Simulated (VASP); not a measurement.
# AlFe (Pm-3m) in VASP: a series of runs

Runs on AlFe. Level: PBE. Tasks: single point.

Program: VASP 6.6.1. These are calculated values, not measurements. Logs are shortened: lines on timing, memory, paths and dates and some standing lists are left out, and cuts for length are marked.

**1. The cell of the first run**

Symmetry: Pm-3m, No. 221, cubic system. The conventional cell has a = 2.910 Å, b = 2.910 Å, c = 2.910 Å, α = 90.00°, β = 90.00°, γ = 90.00°. Al (site symmetry m-3m) has 8 Fe at 2.52 Å and 6 Al at 2.91 Å within 3.3 Å. Fe (site symmetry m-3m) has 8 Al at 2.52 Å and 6 Fe at 2.91 Å within 3.3 Å.

**2. Single point, PBE, collinear spin, ferromagnetic start**

INCAR reads:

```
SYSTEM = AlFe
PREC = Accurate ; ENCUT = 600
EDIFF = 1E-6 ; ISMEAR = -1
SIGMA = 0.1 ; LREAL = .FALSE.
LASPH = .TRUE. ; NELM = 200
ALGO = Normal ; ISIF = 2
LWAVE = .FALSE. ; LCHARG = .TRUE.
ISPIN = 2 ; MAGMOM = 0 0.96
LORBIT = 11 ; NUPDOWN = 0.96
LMAXMIX = 4 ; GGA = PE
LELF = .TRUE. ; LVHAR = .TRUE.
NBANDS = 16 ; GGA_COMPAT = .FALSE.
```

KPOINTS reads:

```
regular mesh
0
G
  11 11 11
  0 0 0
```

POSCAR reads:

```
AlFe
1.0
    2.9100000000      0.0000000000      0.0000000000
    0.0000000000      2.9100000000      0.0000000000
    0.0000000000      0.0000000000      2.9100000000
Al Fe
1 1
Direct
    0.0000000000      0.0000000000      0.0000000000
    0.5000000000      0.5000000000      0.5000000000
```

Potentials or basis: VASP PAW PBE potentials, release 64 (Al, Fe).

Started as:

```sh
cat potpaw_PBE.64/Al/POTCAR potpaw_PBE.64/Fe/POTCAR > POTCAR
mpirun -np 1 vasp_std > vasp.out
```

OUTCAR:

```text
SYSTEM = AlFe
   PREC = Accurate
   ENCUT = 600
   EDIFF = 1E-6
   ISMEAR = -1
   LREAL = .FALSE.
   LASPH = .TRUE.
   NELM = 200
   ISIF = 2
   ISPIN = 2
   LORBIT = 11
   NUPDOWN = 0.96
   GGA = PE

 ion  position               nearest neighbor table
   1  0.000  0.000  0.000-   2 2.52   2 2.52   2 2.52   2 2.52   2 2.52   2 2.52   2 2.52   2 2.52

   2  0.500  0.500  0.500-   1 2.52   1 2.52   1 2.52   1 2.52   1 2.52   1 2.52   1 2.52   1 2.52

  LATTYP: Found a simple cubic cell.
 ALAT       =     2.9100000000

  Lattice vectors:

 A1 = (   2.9100000000,   0.0000000000,   0.0000000000)
 A2 = (   0.0000000000,   2.9100000000,   0.0000000000)
 A3 = (   0.0000000000,   0.0000000000,   2.9100000000)

Analysis of symmetry for initial positions (statically):
=====================================================================
 Subroutine PRICEL returns:
 Original cell was already a primitive cell.

 Routine SETGRP: Setting up the symmetry group for a
 simple cubic supercell.

 Subroutine GETGRP returns: Found 48 space group operations
 (whereof 48 operations were pure point group operations)
 out of a pool of 48 trial point group operations.

The static configuration has the point symmetry O_h .

Analysis of symmetry for dynamics (positions and initial velocities):
=====================================================================
 Subroutine PRICEL returns:
 Original cell was already a primitive cell.

 Routine SETGRP: Setting up the symmetry group for a
 simple cubic supercell.

 Subroutine GETGRP returns: Found 48 space group operations
 (whereof 48 operations were pure point group operations)
 out of a pool of 48 trial point group operations.

The dynamic configuration has the point symmetry O_h .

Analysis of structural, dynamic, and magnetic symmetry:
=====================================================================
 Subroutine PRICEL returns:
 Original cell was already a primitive cell.

 Routine SETGRP: Setting up the symmetry group for a
 simple cubic supercell.

 Subroutine GETGRP returns: Found 48 space group operations
 (whereof 48 operations were pure point group operations)
 out of a pool of 48 trial point group operations.

The overall configuration has the point symmetry O_h .

 Subroutine INISYM returns: Found 48 space group operations
 (whereof 48 operations are pure point group operations),
 and found     1 'primitive' translations

----------------------------------------------------------------------------------------

                                     Primitive cell

[... 110 lines left out ...]
     AMIX_MAG =   1.60;   BMIX_MAG =  1.00
  volume/ion in A,a.u.               =      12.32        83.15
  Fermi-wavevector in a.u.,A,eV,Ry     =   1.251160  2.364349 21.298567  1.565401
  Thomas-Fermi vector in A             =   2.385120
   LORBIT       =     11    0 simple, 1 ext, 2 COOP (PROOUT), +10 PAW based schemes
   GGA     = PE    functional components
   LHFCALC =     F    Hartree Fock is set to
   AEXX    =    0.0000 exact exchange contribution
   IVDW    =     0    specifies the selected vdW correction
   LEPSILON=     F    determine dielectric tensor
   LRPA    =     F    only Hartree local field effects (RPA)
 spin polarized calculation
  energy-cutoff  :      600.00
  volume of cell :       24.64
 maximum number of plane-waves:       840
 NGX is ok and might be reduce to    24
   NGX = 11   NGY = 11   NGZ = 11

 number of electron      10.9999994 magnetization       0.9599999

 Free energy of the ion-electron system (eV)
  ---------------------------------------------------
  ext. energy  EPLUGINS =         0.00000000
  ---------------------------------------------------
  free energy    TOTEN  =       -12.64875479 eV

  energy without entropy =      -12.56309915  energy(sigma->0) =      -12.60592697

 E-fermi :   7.7371     XC(G=0): -11.9708

 val. band max:        7.9877512751   @ k =   0.4545   0.4545   0.0909
 cond. band min:       7.7504908998   @ k =   0.3636   0.3636   0.2727
 fundamental gap:     -0.2372603753
 Fermi energy:         8.0296105042

 spin component 1

 k-point     1 :       0.0000    0.0000    0.0000
  band No.  band energies     occupation
      1      -2.5631      1.00000
      2       5.1405      1.00000
      3       5.1405      1.00000
      4       7.1285      0.99988
      5       7.1285      0.99988
      6       7.1285      0.99988
[... 435 lines left out ...]
      5       6.5333      1.00000
      6       7.0394      0.99995
[... 8 lines left out ...]
     15      27.4454      0.00000
     16      27.5037      0.00000

 [... further k-points ...]

 spin component 2

 k-point     1 :       0.0000    0.0000    0.0000
  band No.  band energies     occupation
      1      -2.5540      1.00000
      2       5.7387      1.00000
      3       5.7387      1.00000
      4       8.1983      0.00984
      5       8.1983      0.00983
      6       8.1983      0.00983
[... 435 lines left out ...]
      5       7.4660      0.93772
      6       8.0892      0.02873
[... 8 lines left out ...]
     15      27.5345      0.00000
     16      27.5888      0.00000

 [... further k-points ...]
[... 5 lines left out ...]
  --------------------------------------------------------------------------------------
  -------------------------------------------------------------------------------------
  Total       -0.6642975     -0.6642975     -0.6642975      0.0000000      0.0000000     -0.0000000
  in kB      -43.1910944    -43.1910944    -43.1910944      0.0000000      0.0000000     -0.0000000
  external PRESSURE =     -43.1910944 kB  Pullay stress =       0.0000000 kB

 VOLUME and BASIS-vectors are now :
 -----------------------------------------------------------------------------
  energy-cutoff  :      600.00
  volume of cell :       24.64
      direct lattice vectors                 reciprocal lattice vectors
     2.910000000  0.000000000  0.000000000     0.343642612  0.000000000  0.000000000
     0.000000000  2.910000000  0.000000000     0.000000000  0.343642612  0.000000000
     0.000000000  0.000000000  2.910000000     0.000000000  0.000000000  0.343642612

 POSITION                                       TOTAL-FORCE (eV/Angst)
 -----------------------------------------------------------------------------------
      0.00000      0.00000      0.00000         0.000000      0.000000      0.000000
      1.45500      1.45500      1.45500         0.000000      0.000000      0.000000
 -----------------------------------------------------------------------------------
    total drift:                                0.000000     -0.000000     -0.000000

  FREE ENERGIE OF THE ION-ELECTRON SYSTEM (eV)
  ---------------------------------------------------
  free  energy   TOTEN  =       -12.6487547886 eV

  energy  without entropy=      -12.5630991530  energy(sigma->0) =      -12.60592697

 total charge

# of ion       s       p       d       tot
------------------------------------------
    1        0.396   0.421   0.000   0.817
    2        0.417   0.479   6.443   7.340
--------------------------------------------------
tot          0.813   0.901   6.443   8.157

 magnetization (x)

# of ion       s       p       d       tot
------------------------------------------
    1       -0.010  -0.021   0.000  -0.031
    2        0.001   0.011   1.001   1.013
--------------------------------------------------
tot         -0.010  -0.009   1.001   0.982
```

OSZICAR:

```text
N       E                     dE             d eps       ncg     rms          rms(c)
DAV:   1     0.335690044768E+02    0.33569E+02   -0.47230E+03  3616   0.741E+02
DAV:   2    -0.128563661641E+02   -0.46425E+02   -0.41575E+02  4256   0.149E+02
DAV:   3    -0.145245598482E+02   -0.16682E+01   -0.16474E+01  4384   0.293E+01
DAV:   4    -0.145485695046E+02   -0.24010E-01   -0.24002E-01  4504   0.315E+00
DAV:   5    -0.145493718926E+02   -0.80239E-03   -0.80237E-03  4640   0.637E-01    0.135E+01
DAV:   6    -0.165158703187E+02   -0.19665E+01   -0.51050E+01  4224   0.763E+01    0.187E+01
DAV:   7    -0.126829893209E+02    0.38329E+01   -0.28165E+01  4344   0.487E+01    0.276E+00
DAV:   8    -0.126642245489E+02    0.18765E-01   -0.12025E-01  4456   0.228E+00    0.145E+00
DAV:   9    -0.126524017061E+02    0.11823E-01   -0.15809E-02  5128   0.117E+00    0.928E-01
DAV:  10    -0.126487724817E+02    0.36292E-02   -0.44796E-03  4328   0.553E-01    0.171E-01
DAV:  11    -0.126487612072E+02    0.11275E-04   -0.23788E-04  5032   0.128E-01    0.838E-02
DAV:  12    -0.126487545208E+02    0.66863E-05   -0.42521E-05  4904   0.579E-02    0.326E-02
DAV:  13    -0.126487547886E+02   -0.26779E-06   -0.26378E-06  4248   0.144E-02
   1 F= -.12648755E+02 E0= -.12605927E+02  d E =-.856556E-01  mag=     0.9600
```

Run time: 21 s. Hardware: 1 thread of Intel Xeon Platinum 8488C (Sapphire Rapids), shared host; peak memory 0.17 GiB.

What came out:

- Free energy: -12.6488 eV
- Pressure: -4.3 GPa
- Net moment: 0.96 μB per cell
- Site moments: Al -0.03; Fe +1.01 μB
- Valence electrons inside the program's atomic spheres: Al 0.82; Fe 7.34

Caveat: the total moment is fixed, so each spin has its own Fermi level.

**3. Single point, PBE, collinear spin, ferromagnetic start**

INCAR reads:

```
PREC = Accurate
ENCUT = 600
EDIFF = 1E-6
ISMEAR = -1
SIGMA = 0.1
LREAL = False
LASPH = True
NELM = 200
ALGO = Normal
ISIF = 2
LWAVE = False
LCHARG = False
ISPIN = 2
MAGMOM = 0 0.96
LORBIT = 11
NUPDOWN = 0.96
LMAXMIX = 4
GGA = PE
NBANDS = 16
GGA_COMPAT = False
```

KPOINTS reads:

```
regular mesh
0
Gamma
  11 11 11
```

POSCAR is that of step 2.

Potentials or basis: VASP PAW PBE potentials, release 64 (Al, Fe).

Started as:

```sh
cat potpaw_PBE.64/Al/POTCAR potpaw_PBE.64/Fe/POTCAR > POTCAR
mpirun -np 1 vasp_std > vasp.out
```

OUTCAR:

```text
PREC = Accurate
   ENCUT = 600
   EDIFF = 1E-6
   ISMEAR = -1
   LREAL = False
   LASPH = True
   NELM = 200
   ISIF = 2
   ISPIN = 2
   LORBIT = 11
   NUPDOWN = 0.96
   GGA = PE

 ion  position               nearest neighbor table
   1  0.000  0.000  0.000-   2 2.52   2 2.52   2 2.52   2 2.52   2 2.52   2 2.52   2 2.52   2 2.52

   2  0.500  0.500  0.500-   1 2.52   1 2.52   1 2.52   1 2.52   1 2.52   1 2.52   1 2.52   1 2.52

  LATTYP: Found a simple cubic cell.
[... 1131 lines left out ...]
  external PRESSURE =     -43.1910944 kB  Pullay stress =       0.0000000 kB

 VOLUME and BASIS-vectors are now :
 -----------------------------------------------------------------------------
  energy-cutoff  :      600.00
  volume of cell :       24.64
      direct lattice vectors                 reciprocal lattice vectors
     2.910000000  0.000000000  0.000000000     0.343642612  0.000000000  0.000000000
     0.000000000  2.910000000  0.000000000     0.000000000  0.343642612  0.000000000
     0.000000000  0.000000000  2.910000000     0.000000000  0.000000000  0.343642612

 POSITION                                       TOTAL-FORCE (eV/Angst)
 -----------------------------------------------------------------------------------
      0.00000      0.00000      0.00000         0.000000      0.000000      0.000000
      1.45500      1.45500      1.45500         0.000000      0.000000      0.000000
 -----------------------------------------------------------------------------------
    total drift:                                0.000000     -0.000000     -0.000000

  FREE ENERGIE OF THE ION-ELECTRON SYSTEM (eV)
  ---------------------------------------------------
  free  energy   TOTEN  =       -12.6487547886 eV

  energy  without entropy=      -12.5630991530  energy(sigma->0) =      -12.60592697

 total charge

# of ion       s       p       d       tot
------------------------------------------
    1        0.396   0.421   0.000   0.817
    2        0.417   0.479   6.443   7.340
--------------------------------------------------
tot          0.813   0.901   6.443   8.157

 magnetization (x)

# of ion       s       p       d       tot
------------------------------------------
    1       -0.010  -0.021   0.000  -0.031
    2        0.001   0.011   1.001   1.013
--------------------------------------------------
tot         -0.010  -0.009   1.001   0.982
```

Wall time 21 s (1 thread of Intel Xeon Platinum 8488C (Sapphire Rapids), shared host); peak memory 0.17 GiB.

What came out:

```
Free energy                                           : -12.6488 eV
Pressure                                              : -4.3 GPa
Net moment                                            : 0.96 μB per cell
Site moments                                          : Al -0.03; Fe +1.01 μB
Valence electrons inside the program's atomic spheres : Al 0.82; Fe 7.34
```

Caveat: the total moment is fixed, so each spin has its own Fermi level.
